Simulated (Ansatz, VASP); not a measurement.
**CdS: VASP beside Ansatz**

File POSCAR:

```
CdS
1.0
    0.0000000000      2.6986991524      2.6986991524
    2.6986991524      0.0000000000      2.6986991524
    2.6986991524      2.6986991524      0.0000000000
Cd S
1 1
Direct
    0.0000000000      0.0000000000      0.0000000000
    0.5000000000      0.5000000000      0.5000000000
```

File INCAR.step1:

```
SYSTEM = CdS
PREC = Accurate
ENCUT = 400
EDIFF = 1E-5
ISMEAR = 0
SIGMA = 0.01
LREAL = .False.
LASPH = .True.
NELM = 120
ALGO = Normal
ISIF = 2
LWAVE = .True.
GGA = PE
NBANDS = 16
GGA_COMPAT = .False.
```

File INCAR.step2:

```
SYSTEM = CdS
PREC = Accurate
ENCUT = 400
EDIFF = 1E-6
ISMEAR = 0
SIGMA = 0.01
LREAL = .False.
LASPH = .True.
NELM = 120
ALGO = Normal
ISIF = 2
LWAVE = .False.
LCHARG = .True.
GGA = PE
LHFCALC = .True.
HFSCREEN = 0.2079
PRECFOCK = Normal
LELF = .True.
LVHAR = .True.
ISTART = 1
NBANDS = 16
GGA_COMPAT = .False.
```

The input KPOINTS:

```
Automatic mesh
0
Gamma
  6 6 6
  0 0 0
```

Input for Ansatz:

```yaml
crystal:
  lattice:
    - [0.0, 2.6986991524, 2.6986991524]
    - [2.6986991524, 0.0, 2.6986991524]
    - [2.6986991524, 2.6986991524, 0.0]
  atoms:
    - { symbol: Cd, position: [0.0, 0.0, 0.0] }
    - { symbol: S, position: [0.5, 0.5, 0.5] }
basis:
  ecutwfc: 420
kpoints:
  mp_grid: { grid: [6, 6, 6] }
hamiltonian:
  xc: hse06
  pseudopotentials: { kind: paw, azcp: { folder: soft_1 } }
scf:
  occupations: { method: gaussian, width: 0.01 }
output:
  forces: true
  stress: true
  eigenvalues: true
```

Alike in both runs: task single point; functional HSE06; k mesh 6 × 6 × 6; occupations gaussian, width 0.01 eV; no spin polarisation.

|  | VASP | Ansatz |
| --- | --- | --- |
| version | VASP 6.6.1 | Ansatz 0.2.0 |
| potentials or method | VASP PAW PBE potentials, release 64 (Cd, S), cutoff 400 eV | scalar-relativistic, plane waves, PAW |
| valence electrons in the cell | 18 | 26 |

Ansatz gave:

| Quantity | Value |
| --- | --- |
| gap on the k mesh at the Fermi level (eV) | 1.24 |
| least direct gap on the mesh (eV) | 3.01 |
| pressure (GPa) | 2.7 |

Which values does VASP return?

gap on the k mesh at the Fermi level (eV): 1.23; least direct gap on the mesh (eV): 2.98; pressure (GPa): 2.6.

The functional is the same, so the differences come from potentials, cutoffs and numerics. VASP's potentials hold 18 valence electrons a cell and Ansatz's 26, so a difference there can come from the potentials and not from the codes. Ansatz's warnings: stress exchange threshold loose, stress scf threshold loose.
